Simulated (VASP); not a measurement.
# V (Im-3m) in VASP: relaxation of cell and atoms with PBE

Aim: the relaxation of cell and atoms of V with PBE.

All numbers are computed with VASP 6.6.1; they aren't measurements. Logs are shortened: lines on timing, memory, paths and dates and some standing lists are left out, and cuts for length are marked.

### 1 The cell of the first run

The structure is cubic, space group Im-3m (No. 229). The conventional cell has a = 2.998 Å, b = 2.998 Å, c = 2.998 Å, α = 90.00°, β = 90.00°, γ = 90.00°. Within 3.4 Å of V (site symmetry m-3m) lie 14 V at 2.60 to 3.00 Å.

### 2 Relaxation of cell and atoms, PBE

The input, INCAR:

```
SYSTEM = V
PREC = Accurate
ENCUT = 600
EDIFF = 1E-6
ISMEAR = -1
SIGMA = 0.1
LREAL = .FALSE.
LASPH = .TRUE.
NELM = 60
ALGO = Normal
ISIF = 3
LWAVE = .FALSE.
LCHARG = .FALSE.
GGA = PE
IBRION = 2
NSW = 60
EDIFFG = -0.005
```

The input, KPOINTS:

```
regular mesh
0
G
  18 18 18
  0 0 0
```

The input, POSCAR:

```
V
1.0
   -1.4991847422      1.4991847422      1.4991847422
    1.4991847422     -1.4991847422      1.4991847422
    1.4991847422      1.4991847422     -1.4991847422
V
1
Direct
    0.0000000000      0.0000000000      0.0000000000
```

Potentials or basis: VASP PAW PBE potentials, release 64 (V_sv).

Run with:

```sh
> cat potpaw_PBE.64/V_sv/POTCAR > POTCAR
> mpirun -np 1 vasp_std > vasp.out
```

OUTCAR:

```text
SYSTEM = V
   PREC = Accurate
   ENCUT = 600
   EDIFF = 1E-6
   ISMEAR = -1
   LREAL = .FALSE.
   LASPH = .TRUE.
   NELM = 60
   ISIF = 3
   GGA = PE
   IBRION = 2
   NSW = 60
   EDIFFG = -0.005

 ion  position               nearest neighbor table
   1  0.000  0.000  0.000-

  LATTYP: Found a body centered cubic cell.
 ALAT       =     2.9983694844

  Lattice vectors:

 A1 = (  -1.4991847422,   1.4991847422,   1.4991847422)
 A2 = (   1.4991847422,  -1.4991847422,   1.4991847422)
 A3 = (   1.4991847422,   1.4991847422,  -1.4991847422)

Analysis of symmetry for initial positions (statically):
=====================================================================
 Subroutine PRICEL returns:
 Original cell was already a primitive cell.

 Routine SETGRP: Setting up the symmetry group for a
 body centered cubic supercell.

 Subroutine GETGRP returns: Found 48 space group operations
 (whereof 48 operations were pure point group operations)
 out of a pool of 48 trial point group operations.

The static configuration has the point symmetry O_h .

Analysis of symmetry for dynamics (positions and initial velocities):
=====================================================================
 Subroutine PRICEL returns:
 Original cell was already a primitive cell.

 Routine SETGRP: Setting up the symmetry group for a
 body centered cubic supercell.

 Subroutine GETGRP returns: Found 48 space group operations
 (whereof 48 operations were pure point group operations)
 out of a pool of 48 trial point group operations.

The dynamic configuration has the point symmetry O_h .

 Subroutine INISYM returns: Found 48 space group operations
 (whereof 48 operations are pure point group operations),
 and found     1 'primitive' translations

----------------------------------------------------------------------------------------

                                     Primitive cell

  volume of cell :      13.4780

  direct lattice vectors                    reciprocal lattice vectors
    -1.499184742  1.499184742  1.499184742     0.000000000  0.333514600  0.333514600
     1.499184742 -1.499184742  1.499184742     0.333514600  0.000000000  0.333514600
     1.499184742  1.499184742 -1.499184742     0.333514600  0.333514600  0.000000000

  length of vectors
[... 96 lines left out ...]
   EFERMI_NEDOS =   21; number of points for ismear=-14 and -15
   IALGO  =     38    algorithm
   IMIX   =      4    mixing-type and parameters
     AMIX     =   0.40;   BMIX     =  1.00
     AMIX_MAG =   1.60;   BMIX_MAG =  1.00
  volume/ion in A,a.u.               =      13.48        90.95
  Fermi-wavevector in a.u.,A,eV,Ry     =   1.617512  3.056654 35.597528  2.616345
  Thomas-Fermi vector in A             =   2.711925
   LORBIT       =      0    0 simple, 1 ext, 2 COOP (PROOUT), +10 PAW based schemes
   GGA     = PE    functional components
   LHFCALC =     F    Hartree Fock is set to
   AEXX    =    0.0000 exact exchange contribution
   IVDW    =     0    specifies the selected vdW correction
   LEPSILON=     F    determine dielectric tensor
   LRPA    =     F    only Hartree local field effects (RPA)
 conjugate gradient relaxation of ions
 non-spin polarized calculation
  energy-cutoff  :      600.00
  volume of cell :       13.48
 maximum number of plane-waves:       468
 NGX is ok and might be reduce to    24
   NGX = 11   NGY = 11   NGZ = 11

--------------------------------------- Ionic step        1  -------------------------------------------

 number of electron      12.9999999 magnetization

 Free energy of the ion-electron system (eV)
  ---------------------------------------------------
  ext. energy  EPLUGINS =         0.00000000
  ---------------------------------------------------
  free energy    TOTEN  =        -9.02104165 eV

  energy without entropy =       -8.96413238  energy(sigma->0) =       -8.99258701

------------------------ aborting loop because EDIFF is reached ----------------------------------------

  FORCE on cell =-STRESS in cart. coord.  units (eV):
  Direction    XX          YY          ZZ          XY          YZ          ZX
  --------------------------------------------------------------------------------------
  -------------------------------------------------------------------------------------
  Total        0.0136525      0.0136525      0.0136525      0.0000000      0.0000000      0.0000000
  in kB        1.6229224      1.6229224      1.6229224      0.0000000      0.0000000      0.0000000
  external PRESSURE =       1.6229224 kB  Pullay stress =       0.0000000 kB
[... 57 lines left out ...]
--------------------------------------- Ionic step        3  -------------------------------------------

 number of electron      12.9999999 magnetization

 Free energy of the ion-electron system (eV)
  ---------------------------------------------------
  ext. energy  EPLUGINS =         0.00000000
  ---------------------------------------------------
  free energy    TOTEN  =        -9.02104851 eV

  energy without entropy =       -8.96407646  energy(sigma->0) =       -8.99256248

 E-fermi :   9.7102     XC(G=0): -12.8955

 val. band max:        9.7005157993   @ k =  -0.3333   0.3333   0.0556
 cond. band min:       9.7103798846   @ k =   0.1111   0.1111   0.0000
 fundamental gap:      0.0098640853
 Fermi energy:         9.7102424532

 k-point     1 :       0.0000    0.0000    0.0000
  band No.  band energies     occupation
      1     -54.0249      2.00000
      2     -27.3285      2.00000
      3     -27.3285      2.00000
      4     -27.3285      2.00000
      5       3.1053      2.00000
      6      10.1054      0.03773
      7      10.1054      0.03773
      8      10.1054      0.03773
      9      12.1119      0.00000
     10      12.1119      0.00000
[... 287 lines left out ...]
 k-point    24 :       0.3889    0.1111    0.0000
  band No.  band energies     occupation
      1     -53.8284      2.00000
      2     -28.1660      2.00000
      3     -27.6323      2.00000
      4     -27.3729      2.00000
      5       6.8153      2.00000
      6       8.6432      1.99995
      7      10.2707      0.00733
      8      12.0369      0.00000
      9      12.6766      0.00000
     10      14.3843      0.00000

 [... further k-points ...]

------------------------ aborting loop because EDIFF is reached ----------------------------------------

  FORCE on cell =-STRESS in cart. coord.  units (eV):
  Direction    XX          YY          ZZ          XY          YZ          ZX
  --------------------------------------------------------------------------------------
  -------------------------------------------------------------------------------------
  Total        0.0014978      0.0014978      0.0014978     -0.0000000     -0.0000000      0.0000000
  in kB        0.1778872      0.1778872      0.1778872     -0.0000000     -0.0000000      0.0000000
  external PRESSURE =       0.1778872 kB  Pullay stress =       0.0000000 kB
[... 16 lines left out ...]
  FREE ENERGIE OF THE ION-ELECTRON SYSTEM (eV)
  ---------------------------------------------------
  free  energy   TOTEN  =        -9.0210485054 eV

  energy  without entropy=       -8.9640764607  energy(sigma->0) =       -8.99256248

 reached required accuracy - stopping structural energy minimisation
```

Wall time 2 min (1 thread of AMD EPYC 7R13, shared host); peak memory 0.14 GiB.

Results:

| Item | Value |
| --- | --- |
| Free energy | -9.0210 eV |
| Relaxed volume | 13.49 Å³/atom |
| Relaxed cell | a = 2.597 Å, b = 2.597 Å, c = 2.597 Å, α = 109.47°, β = 109.47°, γ = 109.47° |
| Space group after relaxing (to 0.05 Å) | Im-3m (No. 229) |
| Energy gained by relaxing | 0.0 meV/atom |
| Ionic steps | 3 |
| Pressure after relaxing | 0.0 GPa |

Final structure:
```
V
1.0
    -1.49963    1.49963    1.49963
     1.49963   -1.49963    1.49963
     1.49963    1.49963   -1.49963
V
1
Direct
  0.00000 0.00000 0.00000
```
